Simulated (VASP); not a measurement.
GaP: relaxation of cell and atoms with r2SCAN

The system is GaP.

```xyz
2
Lattice="0.0000 2.7252 2.7252 2.7252 0.0000 2.7252 2.7252 2.7252 0.0000" Properties=species:S:1:pos:R:3 pbc="T T T"
Ga    0.0000    0.0000    0.0000
P     4.0879    4.0879    4.0879
```

```
Program                : VASP 6.6.1
Task                   : relaxation of cell and atoms
Functional             : r2SCAN
Potentials or basis    : VASP PAW PBE potentials, release 64 (Ga_d, P)
Cutoff                 : 600 eV
k mesh                 : 8 × 8 × 8
Occupations            : gaussian, width 0.01 eV
Spin                   : no spin polarisation
Target pressure        : 4 GPa
Dipole correction      : no
Further INCAR settings : ALGO = Normal; EDIFF = 1e-06; IBRION = 2; EDIFFG = -0.002; NSW = 100; ISIF = 3
```

```
Relaxed volume                                             : 19.42 Å³/atom
Relaxed cell                                               : a = 3.801 Å, b = 3.801 Å, c = 3.801 Å, α = 60.00°, β = 60.00°, γ = 60.00°
Space group after relaxing (to 0.1 Å)                      : F-43m (No. 216)
Energy change on relaxing (the run minimises the enthalpy) : +9.6 meV/atom
Ionic steps                                                : 16
Pressure after relaxing                                    : 4.0 GPa
Band gap on the k mesh                                     : 1.82 eV (least direct gap 2.71 eV)
```

The path:
```
step  energy change (eV)  largest force (eV/Å)  pressure (GPa)  volume (Å³)
   1              0.0000                0.0000           -0.03        40.48
   2              0.0651                0.0000            7.74        37.57
   3              0.0196                0.0000            4.05        38.83
   4              0.0188                0.0000            3.86        38.86
   5              0.0189                0.0000            3.92        38.86
   6              0.0190                0.0000            3.93        38.85
   7              0.0190                0.0000            3.97        38.85
   8              0.0190                0.0000            3.96        38.85
   9              0.0190                0.0000            3.96        38.85
  10              0.0190                0.0000            3.96        38.85
  11              0.0191                0.0000            3.96        38.85
  12              0.0191                0.0000            3.95        38.85
  13              0.0193                0.0000            4.09        38.84
  14              0.0192                0.0000            3.93        38.84
  15              0.0193                0.0000            3.97        38.84
  16              0.0193                0.0000            4.00        38.84
```

Final structure:
```
Ga P
1.0
     0.00000    2.68794    2.68794
     2.68794    0.00000    2.68794
     2.68794    2.68794    0.00000
Ga P
1 1
Direct
  0.00000 0.00000 0.00000
  0.75000 0.75000 0.75000
```

Levels at points of the mesh, in eV from the valence-band top:
| k point | band 5 | band 6 | band 7 | band 8 | band 9 | band 10 | band 11 | band 12 | band 13 |
| --- | --- | --- | --- | --- | --- | --- | --- | --- | --- |
| (0.00, 0.00, 0.00) | -14.94 | -13.35 | 0.00 | 0.00 | 0.00 | 2.71 | 4.17 | 4.17 | 4.17 |
| (0.50, 0.00, 0.00) | -14.93 | -11.04 | -7.10 | -1.23 | -1.23 | 2.17 | 5.04 | 5.04 | 8.92 |
| (0.50, 0.50, 0.00) | -14.91 | -10.05 | -7.17 | -2.95 | -2.95 | 1.82 | 2.06 | 11.68 | 11.68 |

It took 5.5 min on 1 thread of Intel(R) Xeon(R) Platinum 8259CL CPU @ 2.50GHz (Skylake/Cascade Lake) (shared host), peak memory 0.21 GiB.

Caveat: the cell is relaxed towards a set pressure, so the run minimises the enthalpy, not the energy; the PAW data sets were made with another functional, which shifts forces and pressure a little. A k mesh can miss the band edges.
